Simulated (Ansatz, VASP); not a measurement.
# AlP: VASP beside Ansatz

The input INCAR:

```
SYSTEM = AlP
PREC = Accurate
ENCUT = 500
EDIFF = 1E-6
ISMEAR = -1
SIGMA = 0.05
LREAL = .False.
LASPH = .True.
NELM = 120
ALGO = Normal
ISIF = 2
LWAVE = .False.
LCHARG = .False.
NBANDS = 11
GGA_COMPAT = .False.
```

File KPOINTS:

```
Automatic mesh
0
Gamma
  12 12 12
  0 0 0
```

POSCAR

```
AlP
1.0
    0.0000000000      2.4348952173      2.4348952173
    2.4348952173      0.0000000000      2.4348952173
    2.4348952173      2.4348952173      0.0000000000
Al P
1 1
Direct
    0.0000000000      0.0000000000      0.0000000000
    0.2500000000      0.2500000000      0.2500000000
```

Input for Ansatz:

```yaml
crystal:
  lattice:
    - [0.0, 2.4348952173, 2.4348952173]
    - [2.4348952173, 0.0, 2.4348952173]
    - [2.4348952173, 2.4348952173, 0.0]
  atoms:
    - { symbol: Al, position: [0.0, 0.0, 0.0] }
    - { symbol: P, position: [0.25, 0.25, 0.25] }
kpoints:
  mp_grid: { grid: [12, 12, 12] }
scf:
  occupations: { method: fermi_dirac, width: 0.05 }
hamiltonian:
  xc: lda
  pseudopotentials: { kind: all_electron, lapw: { basis_error: 0.001 } }
output:
  forces: true
  stress: true
  eigenvalues: true
  populations: true
```

Change from the starting cell: volume scaled by 0.72, LAPW.

Alike in both runs: task single point; functional LDA; k mesh 12 × 12 × 12; occupations fermi-dirac, width 0.05 eV; no spin polarisation.

```csv
,VASP,Ansatz
version,VASP 6.6.1,Ansatz 0.2.0
potentials or method,"VASP PAW LDA potentials, release 64 (Al, P), cutoff 500 eV","all-electron LAPW, scalar-relativistic"
```

Ansatz gave:

- pressure (GPa): 56.6

Problem. Estimate VASP's values.

Solution. Pressure (GPa): 57.3.

LDA's correlation is that of Perdew and Zunger in VASP and of Perdew and Wang (1992) in Ansatz. Both programs put the cell under a high pressure, so it lies far from rest at this level. Ansatz ran all-electron here, and VASP with PAW potentials.
